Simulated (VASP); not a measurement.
Wanted: the native input for a VASP 6.6.1 run.

```
Task                   : relaxation of cell and atoms
Functional             : PBE
Dispersion             : D3(BJ)
Potentials or basis    : VASP PAW PBE potentials, release 64 (W_sv, S)
Cutoff                 : 600 eV
k mesh                 : 12 × 12 × 2
Occupations            : gaussian, width 0.02 eV
Spin                   : no spin polarisation
Dipole correction      : no
Further INCAR settings : ALGO = Normal; EDIFF = 1e-07; IBRION = 2; EDIFFG = -0.005; NSW = 100; ISIF = 3
```

The structure of WS2 lies in POSCAR:

```
WS2
1.0
    3.1542885549      0.0000000000      0.0000000000
   -1.5771442775      2.7316940194      0.0000000000
    0.0000000000      0.0000000000     18.8100494354
W S
3 6
Direct
    0.6666666667      0.3333333333      0.6597298927
    0.3333333333      0.6666666667      0.9826754090
    0.3333333333      0.6666666667      0.3367726703
    0.6666666667      0.3333333333      1.0664134827
    0.6666666667      0.3333333333      0.4205081577
    0.3333333333      0.6666666667      0.7434439082
    0.6666666667      0.3333333333      0.8989396387
    0.6666666667      0.3333333333      0.2530351427
    0.3333333333      0.6666666667      0.5760156882
```

The input as run:

INCAR

```
SYSTEM = WS2
ALGO = Normal
EDIFF = 1E-7
EDIFFG = -0.005
ENCUT = 600
GGA = PE
IBRION = 2
ISIF = 3
ISMEAR = 0
IVDW = 12
LASPH = .True.
LCHARG = .False.
LREAL = .False.
LWAVE = .False.
NELM = 100
NSW = 100
PREC = Accurate
SIGMA = 0.02
```

KPOINTS

```
k-points
0
Gamma
  12 12 2
  0 0 0
```

Potentials or basis: VASP PAW PBE potentials, release 64 (W_sv, S).

The run is started by

```console
$ cat potpaw_PBE.64/W_sv/POTCAR potpaw_PBE.64/S/POTCAR > POTCAR
$ mpirun -np 1 vasp_std > vasp.out
```

Results of the run:

```yaml
Relaxed_volume: 17.99 Å³/atom
Relaxed_cell: a = 3.154 Å, b = 3.154 Å, c = 18.786 Å, α = 90.00°, β = 90.00°, γ = 120.00°
Space_group_after_relaxing_to_0.1_Å: P-6m2 (No. 187)
Energy_gained_by_relaxing: 0.0 meV/atom
Ionic_steps: 9
Pressure_after_relaxing: 0.0 GPa
Band_gap_on_the_k_mesh: 1.00 eV (least direct gap 1.85 eV)
Dispersion_energy_per_atom: -0.422 eV
```

Caveat: spin-orbit coupling is left out, which moves the levels of the heavy elements.

It took 18 min on 1 thread of Intel(R) Xeon(R) 6975P-C (Granite Rapids) (shared host), peak memory 0.55 GiB.
